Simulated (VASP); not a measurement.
Input of a VASP 6.6.1 run:

INCAR

```
SYSTEM = Bi
ALGO = Normal
EDIFF = 1E-7
ENCUT = 520
GGA = PS
ISIF = 2
ISMEAR = -1
LASPH = .True.
LCHARG = .False.
LREAL = .False.
LWAVE = .False.
NBANDS = 22
NELM = 100
PREC = Accurate
SIGMA = 0.1
```

The input KPOINTS:

```
k-points
0
Gamma
  12 12 8
  0 0 0
```

Contents of POSCAR:

```
Bi
1.0
   -3.2365434864      3.2754729362      1.7238837625
    3.2754729362     -3.2365434864      1.7238837625
    3.2080766815      3.2080766815     -1.6525844038
Bi
2
Direct
    0.0004286420      0.9995713580      1.0000000000
    0.7495713580      0.2504286420      0.5000000000
```

Potentials or basis: VASP PAW PBE potentials, release 64 (Bi_d).

Run with:

```bash
$ cat potpaw_PBE.64/Bi_d/POTCAR > POTCAR
$ mpirun -np 1 vasp_std > vasp.out
```

(1) Predict the band gap on the k mesh.

(2) Estimate the pressure.

(3) Predict the largest force.

Answers

(1) zero (bands 15 and 16 overlap by 4.89 eV).

(2) -4.8 GPa.

(3) 0.016 eV/Å.

Caveat: the cell stands under tension; the PAW data sets were made with another functional, which shifts forces and pressure a little; spin-orbit coupling is left out, which moves the levels of the heavy elements.
